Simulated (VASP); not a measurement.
Wanted: the native input for a VASP 6.6.1 run.

* Task: single point
* Functional: LDA
* Potentials or basis: VASP PAW LDA potentials, release 64 (Te, Pb_d)
* Cutoff: 500 eV
* k mesh: 6 × 6 × 6
* Occupations: gaussian, width 0.01 eV
* Spin: no spin polarisation
* Dipole correction: no
* Further INCAR settings: ALGO = Normal; EDIFF = 1e-06; NBANDS = 17

The structure of TePb lies in POSCAR:

```
TePb
1.0
    3.2547304084      3.2547304084      0.0000000000
   -3.2547304084      3.2547304084      0.0000000000
    0.0000000000      3.2547304084      3.1526212192
Te Pb
1 1
Direct
    0.5000000000      0.5000000000      0.0000000000
    0.0000000000      0.0000000000      0.0000000000
```

This cell differs from its parent crystal: in-plane strain +0.02.

One way to write it, as run:

INCAR

```
PREC = Accurate
ENCUT = 500
EDIFF = 1E-6
ISMEAR = 0
SIGMA = 0.01
LREAL = F
LASPH = T
NELM = 120
ALGO = Normal
ISIF = 2
LWAVE = F
LCHARG = T
GGA = CA
LELF = T
LVHAR = T
NBANDS = 17
GGA_COMPAT = F
```

KPOINTS

```
regular mesh
0
Gamma
  6 6 6
```

Potentials or basis: VASP PAW LDA potentials, release 64 (Te, Pb_d).

Launch:

```console
$ cat potpaw_LDA.64/Te/POTCAR potpaw_LDA.64/Pb_d/POTCAR > POTCAR
$ mpirun -np 1 vasp_std > vasp.out
```

Results of the run:

```
Pressure               : -1.1 GPa
Band gap on the k mesh : 0.56 eV, direct
```

Caveat: the cell differs from its parent crystal (in-plane strain +0.02); spin-orbit coupling is left out, which moves the levels of the heavy elements.

Run time: 30 s on 1 thread of Intel(R) Xeon(R) Platinum 8488C (Sapphire Rapids) (shared host), peak memory 0.19 GiB.
